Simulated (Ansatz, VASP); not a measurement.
**Two plane-wave programs on Cs**

```
CELL_PARAMETERS angstrom
-3.02250 3.07539 3.02250
3.02250 -3.07539 3.02250
3.02250 3.07539 -3.02250
ATOMIC_POSITIONS crystal
Cs 0.00000 0.00000 0.00000
```

Change from the starting cell: strain +0.0175 x Voigt [0, 1, 0, 0, 0, 0], atoms carried along.

Alike in both runs: task single point; functional PBEsol; k mesh 12 × 12 × 12; occupations gaussian, width 0.15 eV; no spin polarisation.

```csv
,VASP,Ansatz
version,VASP 6.6.1,Ansatz 0.2.0
potentials or method,"VASP PAW PBE potentials, release 64 (Cs_sv), cutoff 520 eV","scalar-relativistic, plane waves, PAW"
valence electrons in the cell,9,9
```

|  | VASP | Ansatz | Ansatz less VASP |
| --- | --- | --- | --- |
| gap on the k mesh at the Fermi level (eV) | none | none | - |
| pressure (GPa) | -0.1 | -0.1 | 0.00 |

VASP's potentials were made for PBE, not for PBEsol. A gap of «none» marks a metal or a gap that the smearing closes.

Spin-orbit coupling is off throughout.
